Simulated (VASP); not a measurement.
Runs of VASP 6.6.1 on ZrO2. The structure is that of space group Fm-3m (No. 225), or close to it. The cells are those of the table. 

```tsv
cell	gap on the mesh (eV)	pressure (GPa)
a = 3.579, b = 3.579, c = 3.573 Å, angles 60.1, 60.1, 59.9°, 3 atoms	3.38	8.7
a = 3.597, b = 3.597, c = 3.609 Å, angles 59.9, 59.9, 60.2°, 3 atoms	3.27	3.4
a = 3.585 Å, angles 60.0°, 3 atoms	3.39	6.9
a = 3.591, b = 3.591, c = 3.597 Å, angles 59.9, 59.9, 60.1°, 3 atoms	(b)	(c)
a = 3.603, b = 3.603, c = 3.621 Å, angles 59.8, 59.8, 60.3°, 3 atoms	3.21	1.8
a = 3.573, b = 3.573, c = 3.561 Å, angles 60.1, 60.1, 59.8°, 3 atoms	3.36	(a)
a = 3.567, b = 3.567, c = 3.549 Å, angles 60.2, 60.2, 59.7°, 3 atoms	3.35	12.4
```

Alike in all rows: task single point; level PBE; potentials or basis VASP PAW PBE potentials, release 64 (Zr_sv, O); no spin polarisation; k mesh 6 × 6 × 6; cutoff (eV) 600; smearing fermi-dirac 0.02 eV.

Task: Estimate the missing entries.

Result: (a) 10.5; (b) 3.33; (c) 5.1.

Caveats: the cell stands under pressure (at least some runs).

A k mesh can miss the band edges, and the runs leave out spin-orbit coupling on Zr.
